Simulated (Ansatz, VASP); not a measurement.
Given: the input of a run of VASP 6.6.1 on Ta.

The input INCAR:

```
SYSTEM = Ta
ALGO     = Normal         ! electronic algorithm
EDIFF    = 1E-7           ! SCF threshold, eV
ENCUT    = 520            ! plane-wave cutoff, eV
GGA      = PE             ! functional
ISIF     = 2              ! what is computed and relaxed
ISMEAR   = -1             ! smearing method
LASPH    = .TRUE.         ! aspherical terms in the spheres
LCHARG   = .TRUE.         ! write CHGCAR
LELF     = .TRUE.         ! ELF
LREAL    = .FALSE.        ! projectors in reciprocal space
LVHAR    = .TRUE.       
LWAVE    = .FALSE.        ! write WAVECAR
NBANDS   = 18             ! bands
NELM     = 100            ! most SCF steps
PREC     = Accurate       ! precision mode
SIGMA    = 0.05           ! smearing width, eV
```

The input KPOINTS:

```
k-points
0
G
  11 11 5
  0 0 0
```

File POSCAR:

```
Ta
1.0
    2.8611730502      0.0000000000      0.0000000000
   -1.4305865251      2.4778485461      0.0000000000
    0.0000000000      0.0000000000      5.0964509272
Ta
2
Direct
    0.3333333333      0.6666666667      0.2500000000
    0.6666666667      0.3333333333      0.7500000000
```

Potentials or basis: VASP PAW PBE potentials, release 64 (Ta_pv).

Launch:

```console
$ cat potpaw_PBE.64/Ta_pv/POTCAR > POTCAR
$ mpirun -np 1 vasp_std > vasp.out
```

**Question.** Translate it to Ansatz 0.2.0. Potentials there: all-electron LAPW, scalar-relativistic.

**Answer.** As run (the cutoff follows the program's own potentials):

input.yaml

```yaml
crystal:
  lattice:
    - [2.8611730502, 0.0, 0.0]
    - [-1.4305865251, 2.4778485461, 0.0]
    - [0.0, 0.0, 5.0964509272]
  atoms:
    - { symbol: Ta, position: [0.3333333333, 0.6666666667, 0.25] }
    - { symbol: Ta, position: [0.6666666667, 0.3333333333, 0.75] }
kpoints:
  mp_grid: { grid: [11, 11, 5] }
scf:
  occupations: { method: fermi_dirac, width: 0.05 }
hamiltonian:
  xc: pbe
  pseudopotentials: { kind: all_electron, lapw: { basis_error: 0.0005 } }
output:
  forces: true
  stress: true
  eigenvalues: true
```

Potentials or basis: all-electron LAPW, scalar-relativistic.

The run is started by

```console
$ ansatz run input.yaml --threads 1 --pin off --max-ram 3072MiB --backend cpu --events-out ev --progress --plain --runs-dir out
```

Both were run:

|  | VASP | Ansatz | Ansatz less VASP |
| --- | --- | --- | --- |
| gap on the k mesh at the Fermi level (eV) | none | none | - |
| pressure (GPa) | 7.4 | 7.2 | -0.18 |
| traceless stress, the component that is largest in VASP (GPa) | 0.11 | 0.15 | +0.038 |

A gap of «none» marks a metal or a gap that the smearing closes. Ansatz ran all-electron here, and VASP with PAW potentials.

Neither program's run includes spin-orbit coupling.
